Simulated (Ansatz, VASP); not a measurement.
# One calculation of Ti, two programs

```
Ti
1.0
     2.95000    0.00000    0.00000
    -1.47500    2.55477    0.00000
     0.00000    0.00000    4.68000
Ti
2
Direct
  0.66667 0.33333 0.75000
  0.33333 0.66667 0.25000
```

Alike in both runs: functional revPBE; k mesh 6 × 6 × 3; occupations fermi-dirac, width 0.05 eV; no spin polarisation.

|  | VASP | Ansatz |
| --- | --- | --- |
| version | VASP 6.6.1 | Ansatz 0.2.0 |
| potentials or method | VASP PAW PBE potentials, release 64 (Ti_sv) | Ansatz PAW |
| plane-wave cutoff (eV) | 520 | 420 |
| valence electrons in the cell | 24 | 24 |
| task | single point | band structure |

|  | VASP | Ansatz | Ansatz less VASP |
| --- | --- | --- | --- |
| gap on the k mesh at the Fermi level (eV) | none | none | - |
| pressure (GPa) | 1.0 | 1.2 | +0.24 |
| traceless stress, the component that is largest in VASP (GPa) | -0.05 | -0.05 | +0.002 |

VASP's potentials were made for PBE, not for revPBE. A gap of «none» marks a metal or a gap that the smearing closes.

The k mesh is coarse, so the values compare programs but aren't converged.
